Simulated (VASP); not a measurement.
Write the native input for VASP 6.6.1 that does the following.

* Task: single point
* Functional: PBE
* Potentials or basis: VASP PAW PBE potentials, release 64 (Na_pv, Cl)
* Cutoff: 520 eV
* k mesh: 6 × 6 × 6
* Occupations: gaussian, width 0.1 eV
* Spin: no spin polarisation
* Dipole correction: no
* Further INCAR settings: ALGO = Normal; EDIFF = 1e-06; NBANDS = 14

The structure of NaCl lies in POSCAR:

```
NaCl
1.0
    0.0000000000      2.6796849113      2.6796849113
    2.6796849113      0.0000000000      2.6796849113
    2.6796849113      2.6796849113      0.0000000000
Na Cl
1 1
Direct
    0.0000000000      0.0000000000      0.0000000000
    0.5000000000      0.5000000000      0.5000000000
```

One way to write it, as run:

INCAR

```
PREC = Accurate
ENCUT = 520
EDIFF = 1E-6
ISMEAR = 0
SIGMA = 0.1
LREAL = F
LASPH = T
NELM = 80
ALGO = Normal
ISIF = 2
LWAVE = F
LCHARG = T
GGA = PE
LELF = T
LVHAR = T
NBANDS = 14
```

KPOINTS

```
Automatic mesh
0
Gamma
  6 6 6
```

Potentials or basis: VASP PAW PBE potentials, release 64 (Na_pv, Cl).

Launch:

```console
$ cat potpaw_PBE.64/Na_pv/POTCAR potpaw_PBE.64/Cl/POTCAR > POTCAR
$ mpirun -np 1 vasp_std > vasp.out
```

It gave:

```json
{
  "Pressure": "6.6 GPa",
  "Band gap on the k mesh": "5.77 eV, direct"
}
```

Wall time 8.2 s on 1 thread of Intel(R) Xeon(R) Platinum 8559C (Emerald Rapids), on a shared host, peak memory 0.14 GiB.
